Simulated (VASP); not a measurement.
## Yb: single point with revPBE

Crystal: Yb.

```
CELL_PARAMETERS angstrom
3.48328 0.00000 0.00000
0.00000 3.48328 0.00000
0.00000 0.00000 3.48328
ATOMIC_POSITIONS crystal
Yb 0.00000 0.00000 0.00000
```

```yaml
Program: VASP 6.6.1
Task: single point
Functional: revPBE
Potentials_or_basis: VASP PAW PBE potentials, release 64 (Yb)
Cutoff: 520 eV
k_mesh: 15 × 15 × 15
Occupations: fermi-dirac, width 0.1 eV
Spin: no spin polarisation
Dipole_correction: no
Further_INCAR_settings: ALGO = Normal; EDIFF = 1e-06; NBANDS = 18
```

```json
{"Pressure": "0.2 GPa", "Band gap on the k mesh": "zero (band 12 reaches 1.54 eV, above the bottom of band 13 at 0.80 eV)"}
```

Levels at points of the mesh, in eV from the Fermi level:
```
           k point  band 9  band 10  band 11  band 12  band 13  band 14  band 15  band 16
(0.00, 0.00, 0.00)   -0.50    -0.50    -0.50    -0.45     0.77     0.77     6.18     6.18
```

It took 3.1 min on 1 thread of Intel(R) Xeon(R) Platinum 8259CL CPU @ 2.50GHz (Skylake/Cascade Lake), on a shared host, peak memory 0.24 GiB.

Caveat: the PAW data sets were made with another functional, which shifts forces and pressure a little; spin-orbit coupling is left out, which moves the levels of the heavy elements. Spin polarisation is off, so any magnetic state and its effect on volume and gap are missing.
